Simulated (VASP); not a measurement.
Set up this calculation in VASP 6.6.1, as the native input.

- Task: single point
- Functional: LDA
- Potentials or basis: VASP PAW LDA potentials, release 64 (Ga_d, As)
- Cutoff: 520 eV
- k mesh: 10 × 10 × 10
- Occupations: gaussian, width 0.02 eV
- Spin: no spin polarisation
- Dipole correction: no
- Further INCAR settings: ALGO = Normal; EDIFF = 1e-07; NBANDS = 16

The structure of GaAs lies in POSCAR:

```
GaAs
1.0
    0.0000000000      2.8015378761      2.8015378761
    2.8015378761      0.0000000000      2.8015378761
    2.8015378761      2.8015378761      0.0000000000
Ga As
1 1
Direct
    0.0000000000      0.0000000000      0.0000000000
    0.7500000000      0.7500000000      0.7500000000
```

The input as run:

INCAR

```
PREC = Accurate ; ENCUT = 520
EDIFF = 1E-7 ; ISMEAR = 0
SIGMA = 0.02 ; LREAL = False
LASPH = True ; NELM = 60
ALGO = Normal ; ISIF = 2
LWAVE = False ; LCHARG = True
LELF = True ; LVHAR = True
NBANDS = 16
```

KPOINTS

```
regular mesh
0
Gamma
  10 10 10
```

Potentials or basis: VASP PAW LDA potentials, release 64 (Ga_d, As).

Launch:

```console
$ cat potpaw_LDA.64/Ga_d/POTCAR potpaw_LDA.64/As/POTCAR > POTCAR
$ mpirun -np 1 vasp_std > vasp.out
```

Results of the run:

The pressure is 0.3 GPa and the band gap on the k mesh is 0.54 eV.

Caveat: semilocal functionals underestimate gaps, and a narrow one can read as zero.

It took 58 s on 1 thread of AMD EPYC 7R13 (shared host), peak memory 0.14 GiB.
